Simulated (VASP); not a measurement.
# ZnCo (P-6m2) in VASP: single point with LDA

Aim: the single point of ZnCo with LDA.

Program: VASP 6.6.1. These are calculated values, not measurements. Logs are shortened: lines on timing, memory, paths and dates and some standing lists are left out, and cuts for length are marked.

## 1. The cell of the first run

It takes space group P-6m2 (No. 187, hexagonal). The conventional cell has a = 2.607 Å, b = 2.607 Å, c = 4.172 Å, α = 90.00°, β = 90.00°, γ = 120.00°. Zn (site symmetry -6m2) has 6 Co at 2.57 Å and 6 Zn at 2.61 Å within 3.4 Å. Co (site symmetry -6m2) has 6 Zn at 2.57 Å and 6 Co at 2.61 Å within 3.4 Å.

## 2. Single point, LDA, collinear spin, ferromagnetic start

File INCAR:

```
PREC = Accurate
ENCUT = 600
EDIFF = 1E-6
ISMEAR = -1
SIGMA = 0.1
LREAL = F
LASPH = T
NELM = 200
ALGO = Normal
ISIF = 2
LWAVE = F
LCHARG = F
ISPIN = 2
MAGMOM = 0 2
LORBIT = 11
LMAXMIX = 4
NBANDS = 26
GGA_COMPAT = F
```

File KPOINTS:

```
regular mesh
0
Gamma
  13 13 7
```

File POSCAR:

```
ZnCo
1.0
    2.6072238118      0.0000000000      0.0000000000
   -1.3036119059      2.2579220543      0.0000000000
    0.0000000000      0.0000000000      4.1716830000
Zn Co
1 1
Direct
    0.6666666667      0.3333333333      0.0000000000
    0.0000000000      0.0000000000      0.5000000000
```

Potentials or basis: VASP PAW LDA potentials, release 64 (Zn, Co_sv).

Started as:

```
> cat potpaw_LDA.64/Zn/POTCAR potpaw_LDA.64/Co_sv/POTCAR > POTCAR
> mpirun -np 1 vasp_std > vasp.out
```

OUTCAR:

```text
PREC = Accurate
   ENCUT = 600
   EDIFF = 1E-6
   ISMEAR = -1
   LREAL = F
   LASPH = T
   NELM = 200
   ISIF = 2
   ISPIN = 2
   LORBIT = 11

 ion  position               nearest neighbor table
   1  0.667  0.333  0.000-   2 2.57   2 2.57   2 2.57   2 2.57   2 2.57   2 2.57
   2  0.000  0.000  0.500-   1 2.57   1 2.57   1 2.57   1 2.57   1 2.57   1 2.57

  LATTYP: Found a hexagonal cell.
 ALAT       =     2.6072238118
 C/A-ratio  =     1.6000479058

  Lattice vectors:

 A1 = (   2.6072238118,   0.0000000000,   0.0000000000)
 A2 = (  -1.3036119059,   2.2579220543,   0.0000000000)
 A3 = (   0.0000000000,   0.0000000000,   4.1716830000)

Analysis of symmetry for initial positions (statically):
=====================================================================
 Subroutine PRICEL returns:
 Original cell was already a primitive cell.

 Routine SETGRP: Setting up the symmetry group for a
 hexagonal supercell.

 Subroutine GETGRP returns: Found 12 space group operations
 (whereof 12 operations were pure point group operations)
 out of a pool of 24 trial point group operations.

The static configuration has the point symmetry D_3h.

Analysis of symmetry for dynamics (positions and initial velocities):
=====================================================================
 Subroutine PRICEL returns:
 Original cell was already a primitive cell.

 Routine SETGRP: Setting up the symmetry group for a
 hexagonal supercell.

 Subroutine GETGRP returns: Found 12 space group operations
 (whereof 12 operations were pure point group operations)
 out of a pool of 24 trial point group operations.

The dynamic configuration has the point symmetry D_3h.

Analysis of structural, dynamic, and magnetic symmetry:
=====================================================================
 Subroutine PRICEL returns:
 Original cell was already a primitive cell.

 Routine SETGRP: Setting up the symmetry group for a
 hexagonal supercell.

 Subroutine GETGRP returns: Found 12 space group operations
 (whereof 12 operations were pure point group operations)
 out of a pool of 24 trial point group operations.

The overall configuration has the point symmetry D_3h.

 Subroutine INISYM returns: Found 12 space group operations
 (whereof 12 operations are pure point group operations),
 and found     1 'primitive' translations

----------------------------------------------------------------------------------------

                                     Primitive cell

  volume of cell :      24.5583

  direct lattice vectors                    reciprocal lattice vectors
     2.607223812  0.000000000  0.000000000     0.383549734  0.221442542  0.000000000
    -1.303611906  2.257922054  0.000000000     0.000000000  0.442885085  0.000000000
     0.000000000  0.000000000  4.171683000     0.000000000  0.000000000  0.239711407

  length of vectors
     2.607223812  2.607223812  4.171683000     0.442885085  0.442885085  0.239711407

  position of ions in fractional coordinates (direct lattice)
     0.666666667  0.333333333  0.000000000
     0.000000000  0.000000000  0.500000000

  ion indices of the primitive-cell ions
   primitive index   ion index
                 1           1
                 2           2

----------------------------------------------------------------------------------------

 KPOINTS: regular mesh

Automatic generation of k-mesh.
 Grid dimensions read from file:
 generate k-points for:   13   13    7

 Generating k-lattice:

  Cartesian coordinates                     Fractional coordinates (reciprocal lattice)
     0.029503826  0.017034042  0.000000000     0.076923077  0.000000000  0.000000000
     0.000000000  0.034068083  0.000000000     0.000000000  0.076923077  0.000000000
     0.000000000  0.000000000  0.034244487     0.000000000  0.000000000  0.142857143

  Length of vectors
     0.034068083  0.034068083  0.034244487

  Shift w.r.t. Gamma in fractional coordinates (k-lattice)
     0.000000000  0.000000000  0.000000000

 Subroutine IBZKPT returns following result:
 ===========================================

 Found     84 irreducible k-points:

 Following reciprocal coordinates:
            Coordinates               Weight
  0.000000  0.000000  0.000000      1.000000
  0.076923  0.000000  0.000000      6.000000
  0.153846  0.000000  0.000000      6.000000
  0.230769  0.000000  0.000000      6.000000
  0.307692  0.000000  0.000000      6.000000
  0.384615  0.000000  0.000000      6.000000
[... 16 lines left out ...]
  0.076923  0.000000  0.142857     12.000000
  0.153846  0.000000  0.142857     12.000000
 [... further k-points ...]
   k-points           NKPTS =     84   k-points in BZ     NKDIM =     84   number of bands    NBANDS=     26
   number of dos      NEDOS =    301   number of ions     NIONS =      2
   total plane-waves  NPLWV =  20736
   dimension x,y,z NGX =    24 NGY =   24 NGZ =   36
   dimension x,y,z NGXF=    48 NGYF=   48 NGZF=   72
   ions per type =               1   1
   NGX,Y,Z   is equivalent  to a cutoff of  15.30, 15.30, 14.35 a.u.
   NGXF,Y,Z  is equivalent  to a cutoff of  30.61, 30.61, 28.69 a.u.
 SYSTEM =  unknown system
   PREC   = accura    normal or accurate (medium, high low for compatibility)
   ISTART =      0    job   : 0-new  1-cont  2-samecut
   ICHARG =      2    charge: 1-file 2-atom 10-const
   ISPIN  =      2    spin polarized calculation?
   LNONCOLLINEAR =      F non collinear calculations
   LSORBIT =      F    spin-orbit coupling
   LASPH  =      T    aspherical Exc in radial PAW
   ENCUT  =  600.0 eV  44.10 Ry    6.64 a.u.   5.21  5.21  8.33*2*pi/ulx,y,z
   NELM   =    200;   NELMIN=  2; NELMDL= -5     # of ELM steps
   EDIFF  = 0.1E-05   stopping-criterion for ELM
   LREAL  =      F    real-space projection
   EDIFFG = 0.1E-04   stopping-criterion for IOM
   NSW    =      0    number of steps for IOM
   IBRION =     -1    ionic relax: 0-MD 1-quasi-New 2-CG
   NFREE  =      0    steps in history (QN), initial steepest desc. (CG)
   ISIF   =      2    stress and relaxation
   ISYM   =      2    0-nonsym 1-usesym 2-fastsym
   POTIM  = 0.5000    time-step for ionic-motion
   TEBEG  =    0.0;   TEEND  =   0.0 temperature during run
   PSTRESS=    0.0 pullay stress
   NELECT =      29.0000    total number of electrons
   NUPDOWN=      -1.0000    fix difference up-down
   EMIN   =  10.00;   EMAX   =-10.00  energy-range for DOS
   EFERMI =   0.00;   METHOD = LEGACY
   ISMEAR =    -1;   SIGMA  =   0.10  broadening in eV -4-tet -1-fermi 0-gaus
   EFERMI_NEDOS =   21; number of points for ismear=-14 and -15
   IALGO  =     38    algorithm
   IMIX   =      4    mixing-type and parameters
     AMIX     =   0.40;   BMIX     =  1.00
     AMIX_MAG =   1.60;   BMIX_MAG =  1.00
  volume/ion in A,a.u.               =      12.28        82.86
  Fermi-wavevector in a.u.,A,eV,Ry     =   1.730379  3.269943 40.738734  2.994213
  Thomas-Fermi vector in A             =   2.804946
   LORBIT       =     11    0 simple, 1 ext, 2 COOP (PROOUT), +10 PAW based schemes
   GGA     = CA    functional components
   LHFCALC =     F    Hartree Fock is set to
   AEXX    =    0.0000 exact exchange contribution
   IVDW    =     0    specifies the selected vdW correction
   LEPSILON=     F    determine dielectric tensor
   LRPA    =     F    only Hartree local field effects (RPA)
 spin polarized calculation
  energy-cutoff  :      600.00
  volume of cell :       24.56
 maximum number of plane-waves:       833
 NGX is ok and might be reduce to    24
   NGX = 11   NGY = 11   NGZ = 17

 number of electron      29.0000024 magnetization       1.1434457

 Free energy of the ion-electron system (eV)
  ---------------------------------------------------
  ext. energy  EPLUGINS =         0.00000000
  ---------------------------------------------------
  free energy    TOTEN  =        -9.95663990 eV

  energy without entropy =       -9.87900116  energy(sigma->0) =       -9.91782053

 E-fermi :   6.7403     XC(G=0): -13.3006

 val. band max:        6.7394947455   @ k =   0.1538   0.1538   0.4286
 cond. band min:       6.7427746366   @ k =   0.3077   0.0769   0.4286
 fundamental gap:      0.0032798911
 Fermi energy:         6.7403090119

 spin component 1

 k-point     1 :       0.0000    0.0000    0.0000
  band No.  band energies     occupation
      1     -87.5725      1.00000
      2     -51.3585      1.00000
      3     -51.3585      1.00000
      4     -51.3216      1.00000
      5      -3.3870      1.00000
      6      -1.1854      1.00000
[... 18 lines left out ...]
     25      34.2959      0.00000
     26      34.4617      0.00000

 k-point     2 :       0.0769    0.0000    0.0000
  band No.  band energies     occupation
      1     -87.5713      1.00000
      2     -51.3668      1.00000
      3     -51.3601      1.00000
      4     -51.3200      1.00000
      5      -3.2023      1.00000
      6      -1.1404      1.00000
[... 18 lines left out ...]
     25      31.3549      0.00000
     26      33.6322      0.00000

 k-point     3 :       0.1538    0.0000    0.0000
  band No.  band energies     occupation
      1     -87.5681      1.00000
      2     -51.3910      1.00000
      3     -51.3660      1.00000
      4     -51.3168      1.00000
      5      -2.6655      1.00000
      6      -1.0310      1.00000
[... 572 lines left out ...]
 k-point    23 :       0.0769    0.0000    0.1429
  band No.  band energies     occupation
      1     -87.5713      1.00000
      2     -51.3666      1.00000
      3     -51.3601      1.00000
      4     -51.3195      1.00000
      5      -3.0474      1.00000
      6      -1.1076      1.00000
[... 18 lines left out ...]
     25      32.3629      0.00000
     26      32.3969      0.00000

 k-point    24 :       0.1538    0.0000    0.1429
  band No.  band energies     occupation
      1     -87.5681      1.00000
      2     -51.3913      1.00000
      3     -51.3662      1.00000
      4     -51.3167      1.00000
      5      -2.5195      1.00000
      6      -1.0010      1.00000
[... 18 lines left out ...]
     25      31.4228      0.00000
     26      32.9891      0.00000

 [... further k-points ...]

 spin component 2

 k-point     1 :       0.0000    0.0000    0.0000
  band No.  band energies     occupation
      1     -86.2294      1.00000
      2     -50.0938      1.00000
      3     -50.0195      1.00000
      4     -50.0195      1.00000
      5      -3.3676      1.00000
      6      -1.1824      1.00000
[... 18 lines left out ...]
     25      34.4052      0.00000
     26      34.4588      0.00000

 k-point     2 :       0.0769    0.0000    0.0000
  band No.  band energies     occupation
      1     -86.2282      1.00000
      2     -50.0922      1.00000
      3     -50.0283      1.00000
      4     -50.0213      1.00000
      5      -3.1825      1.00000
      6      -1.1384      1.00000
[... 18 lines left out ...]
     25      31.3809      0.00000
     26      33.7239      0.00000

 k-point     3 :       0.1538    0.0000    0.0000
  band No.  band energies     occupation
      1     -86.2248      1.00000
      2     -50.0887      1.00000
      3     -50.0541      1.00000
      4     -50.0275      1.00000
      5      -2.6442      1.00000
      6      -1.0304      1.00000
[... 572 lines left out ...]
 k-point    23 :       0.0769    0.0000    0.1429
  band No.  band energies     occupation
      1     -86.2282      1.00000
      2     -50.0918      1.00000
      3     -50.0282      1.00000
      4     -50.0212      1.00000
      5      -3.0301      1.00000
      6      -1.1044      1.00000
[... 18 lines left out ...]
     25      32.4492      0.00000
     26      32.5139      0.00000

 k-point    24 :       0.1538    0.0000    0.1429
  band No.  band energies     occupation
      1     -86.2248      1.00000
      2     -50.0887      1.00000
      3     -50.0544      1.00000
      4     -50.0277      1.00000
      5      -2.5006      1.00000
      6      -0.9994      1.00000
[... 18 lines left out ...]
     25      31.5016      0.00000
     26      33.0843      0.00000

 [... further k-points ...]

------------------------ aborting loop because EDIFF is reached ----------------------------------------

  FORCE on cell =-STRESS in cart. coord.  units (eV):
  Direction    XX          YY          ZZ          XY          YZ          ZX
  --------------------------------------------------------------------------------------
  -------------------------------------------------------------------------------------
  Total       -2.3674142     -2.3674142     -2.4894282      0.0000000      0.0000000      0.0000000
  in kB     -154.4494194   -154.4494194   -162.4095739      0.0000000      0.0000000      0.0000000
  external PRESSURE =    -157.1028042 kB  Pullay stress =       0.0000000 kB

 VOLUME and BASIS-vectors are now :
 -----------------------------------------------------------------------------
  energy-cutoff  :      600.00
  volume of cell :       24.56
      direct lattice vectors                 reciprocal lattice vectors
     2.607223812  0.000000000  0.000000000     0.383549734  0.221442542  0.000000000
    -1.303611906  2.257922054  0.000000000     0.000000000  0.442885085  0.000000000
     0.000000000  0.000000000  4.171683000     0.000000000  0.000000000  0.239711407

 POSITION                                       TOTAL-FORCE (eV/Angst)
 -----------------------------------------------------------------------------------
      1.30361      0.75264      0.00000         0.000000      0.000000      0.000000
      0.00000      0.00000      2.08584        -0.000000     -0.000000      0.000000
 -----------------------------------------------------------------------------------
    total drift:                               -0.000000      0.000000      0.000000

  FREE ENERGIE OF THE ION-ELECTRON SYSTEM (eV)
  ---------------------------------------------------
  free  energy   TOTEN  =        -9.9566398989 eV

  energy  without entropy=       -9.8790011607  energy(sigma->0) =       -9.91782053

 total charge

# of ion       s       p       d       tot
------------------------------------------
    1        0.625   0.566   9.745  10.935
    2        2.212   6.085   6.746  15.043
--------------------------------------------------
tot          2.836   6.651  16.491  25.978

 magnetization (x)

# of ion       s       p       d       tot
------------------------------------------
    1       -0.009  -0.019  -0.001  -0.029
    2       -0.000  -0.004   1.199   1.195
--------------------------------------------------
tot         -0.009  -0.023   1.198   1.166
```

Wall time 71 s (1 thread of Intel Xeon Platinum 8488C (Sapphire Rapids), shared host); peak memory 0.22 GiB.

What came out:

| Quantity | Value |
| --- | --- |
| Free energy | -9.9566 eV |
| Pressure | -15.7 GPa |
| Net moment | 1.14 μB per cell |
| Site moments | Zn -0.03; Co +1.20 μB |
| Valence electrons inside the program's atomic spheres | Zn 10.94; Co 15.04 |

Stress tensor (GPa, compression positive):
```
-15.44   0.00   0.00
  0.00 -15.44   0.00
  0.00   0.00 -16.24
```

Levels at points of the mesh, in eV from the Fermi level:
Spin up:
| k point | band 12 | band 13 | band 14 | band 15 | band 16 | band 17 | band 18 | band 19 |
| --- | --- | --- | --- | --- | --- | --- | --- | --- |
| (0.00, 0.00, 0.00) | -1.85 | -1.85 | -1.48 | -0.93 | -0.93 | 3.33 | 19.29 | 19.29 |
Spin down:
```tsv
k point	band 11	band 12	band 13	band 14	band 15	band 16	band 17	band 18
(0.00, 0.00, 0.00)	-2.74	-1.45	-0.75	-0.75	0.29	0.29	3.78	19.35
```

Caveat: the cell stands under tension.
